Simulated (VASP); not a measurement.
Write the native input for VASP 6.6.1 that does the following.

```yaml
Task: single point
Functional: PBE
Potentials_or_basis: VASP PAW PBE potentials, release 64 (Si, W_sv)
Cutoff: 520 eV
k_mesh: 4 × 4 × 4
Occupations: gaussian, width 0.1 eV
Spin: no spin polarisation
Dipole_correction: no
Further_INCAR_settings: ALGO = Fast; EDIFF = 1e-06; NBANDS = 38
```

The structure of SiW4 lies in POSCAR:

```
SiW4
1.0
   -2.8277066286      2.8277066286      2.8277066286
    2.8277066286     -2.8277066286      2.8277066286
    2.8277066286      2.8277066286     -2.8277066286
Si W
1 4
Direct
    0.0000000000      0.0000000000      0.0000000000
    0.5000000000      0.5000000000      0.5000000000
    0.5000000000      0.0000000000      0.0000000000
    0.0000000000      0.0000000000      0.5000000000
    0.0000000000      0.5000000000      0.0000000000
```

The input as run:

INCAR

```
PREC = Accurate
ENCUT = 520
EDIFF = 1E-6
ISMEAR = 0
SIGMA = 0.1
LREAL = False
LASPH = True
NELM = 80
ALGO = Fast
ISIF = 2
LWAVE = False
LCHARG = False
GGA = PE
NBANDS = 38
```

KPOINTS

```
regular mesh
0
Gamma
  4 4 4
```

Potentials or basis: VASP PAW PBE potentials, release 64 (Si, W_sv).

Run with:

```console
$ cat potpaw_PBE.64/Si/POTCAR potpaw_PBE.64/W_sv/POTCAR > POTCAR
$ mpirun -np 1 vasp_std > vasp.out
```

It gave:

* Pressure: 0.2 GPa
* Band gap on the k mesh: zero (band 30 reaches 9.34 eV, above the bottom of band 31 at 8.18 eV)

Caveat: the k points lie up to 0.39 Å⁻¹ apart; spin-orbit coupling is left out, which moves the levels of the heavy elements.

Wall time 17 s on 1 thread of Intel(R) Xeon(R) 6975P-C (Granite Rapids), on a shared host, peak memory 0.2 GiB.
